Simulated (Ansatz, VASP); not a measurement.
Ni in VASP and in Ansatz

```
CELL_PARAMETERS angstrom
2.48244 0.00000 0.00000
-1.24122 2.14985 0.00000
0.00000 0.00000 4.08264
ATOMIC_POSITIONS crystal
Ni 0.33333 0.66667 0.25000
Ni 0.66667 0.33333 0.75000
```

Alike in both runs: task single point; functional PBE; k mesh 14 × 14 × 8; occupations fermi-dirac, width 0.1 eV; non-collinear spin, spin-orbit coupling.

|  | VASP | Ansatz |
| --- | --- | --- |
| version | VASP 6.6.1 | Ansatz 0.2.0 |
| potentials or method | VASP PAW PBE potentials, release 64 (Ni), cutoff 520 eV | plane waves (420 eV) with PAW, fully relativistic with spin-orbit coupling |
| valence electrons in the cell | 20 | 36 |

|  | VASP | Ansatz | Ansatz less VASP |
| --- | --- | --- | --- |
| net moment per atom (μB) | 0.00 | 0.00 | 0.000 |

VASP's potentials hold 20 valence electrons a cell and Ansatz's 36, so a difference there can come from the potentials and not from the codes.
